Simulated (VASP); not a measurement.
Input of a VASP 6.6.1 run:

File INCAR:

```
ALGO = Fast
EDIFF = 1E-6
ENCUT = 520
GGA = PE
ISIF = 2
ISMEAR = 0
LASPH = True
LCHARG = True
LELF = True
LREAL = False
LVHAR = True
LWAVE = False
NBANDS = 35
NELM = 60
PREC = Accurate
SIGMA = 0.1
```

Contents of KPOINTS:

```
k-points
0
Gamma
  12 12 12
```

Contents of POSCAR:

```
ZnMo3
1.0
    3.9343609966      0.0000000000      0.0000000000
    0.0000000000      3.9343609966      0.0000000000
    0.0000000000      0.0000000000      3.9343609966
Zn Mo
1 3
Direct
    0.0000000000      0.0000000000      0.0000000000
    0.0000000000      0.5000000000      0.5000000000
    0.5000000000      0.0000000000      0.5000000000
    0.5000000000      0.5000000000      0.0000000000
```

Potentials or basis: VASP PAW PBE potentials, release 64 (Zn, Mo_sv).

Launch:

```sh
$ cat potpaw_PBE.64/Zn/POTCAR potpaw_PBE.64/Mo_sv/POTCAR > POTCAR
$ mpirun -np 1 vasp_std > vasp.out
```

Problem. Predict the band gap on the k mesh.

Solution. Zero (bands 27 and 28 overlap by 1.67 eV).

Problem. What does it give for the pressure?

Solution. 0.6 GPa.
